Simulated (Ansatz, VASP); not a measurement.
## One calculation of ZrOs, two programs

Contents of INCAR:

```
PREC     = Accurate       # precision mode
ENCUT    = 520            # plane-wave cutoff, eV
EDIFF    = 1E-6           # SCF threshold, eV
ISMEAR   = -1             # smearing method
SIGMA    = 0.03           # smearing width, eV
LREAL    = False          # projectors in reciprocal space
LASPH    = True           # aspherical terms in the spheres
NELM     = 60             # most SCF steps
ALGO     = Normal         # electronic algorithm
ISIF     = 2              # what is computed and relaxed
LWAVE    = False          # write WAVECAR
LCHARG   = False          # write CHGCAR
NBANDS   = 17             # bands
```

File KPOINTS:

```
Automatic mesh
0
Gamma
  13 13 13
```

POSCAR

```
ZrOs
1.0
    3.2738406112      0.0000000000      0.0000000000
    0.0000000000      3.2738406112      0.0000000000
    0.0000000000      0.0000000000      3.2738406112
Zr Os
1 1
Direct
    0.5000000000      0.5000000000      0.5000000000
    0.0000000000      0.0000000000      0.0000000000
```

Input for Ansatz:

```yaml
crystal:
  lattice:
    - [3.2738406112, 0.0, 0.0]
    - [0.0, 3.2738406112, 0.0]
    - [0.0, 0.0, 3.2738406112]
  atoms:
    - { symbol: Zr, position: [0.5, 0.5, 0.5] }
    - { symbol: Os, position: [0.0, 0.0, 0.0] }
kpoints:
  mp_grid: { grid: [13, 13, 13] }
  band_path:
    path:
      - [0.0, 0.0, 0.0]
      - [0.0, 0.5, 0.0]
      - [0.5, 0.5, 0.0]
      - [0.0, 0.0, 0.0]
      - [0.5, 0.5, 0.5]
      - [0.0, 0.5, 0.0]
      - [0.5, 0.5, 0.5]
      - [0.5, 0.5, 0.0]
    npoints: 5
scf:
  occupations: { method: fermi_dirac, width: 0.03 }
hamiltonian:
  xc: lda
  pseudopotentials: { kind: all_electron, lapw: { basis_error: 0.00025 } }
output:
  forces: true
  stress: true
  eigenvalues: true
```

Change from the starting cell: volume scaled by 1.01.

Alike in both runs: task single point; functional LDA; k mesh 13 × 13 × 13; occupations fermi-dirac, width 0.03 eV; no spin polarisation.

|  | VASP | Ansatz |
| --- | --- | --- |
| version | VASP 6.6.1 | Ansatz 0.2.0 |
| potentials or method | VASP PAW LDA potentials, release 64 (Zr_sv, Os), cutoff 520 eV | all-electron LAPW, scalar-relativistic |

|  | VASP | Ansatz | Ansatz less VASP |
| --- | --- | --- | --- |
| pressure (GPa) | -9.2 | -9.4 | -0.23 |

LDA's correlation is that of Perdew and Zunger in VASP and of Perdew and Wang (1992) in Ansatz. Ansatz ran all-electron here, and VASP with PAW potentials.

Spin-orbit coupling is off throughout.
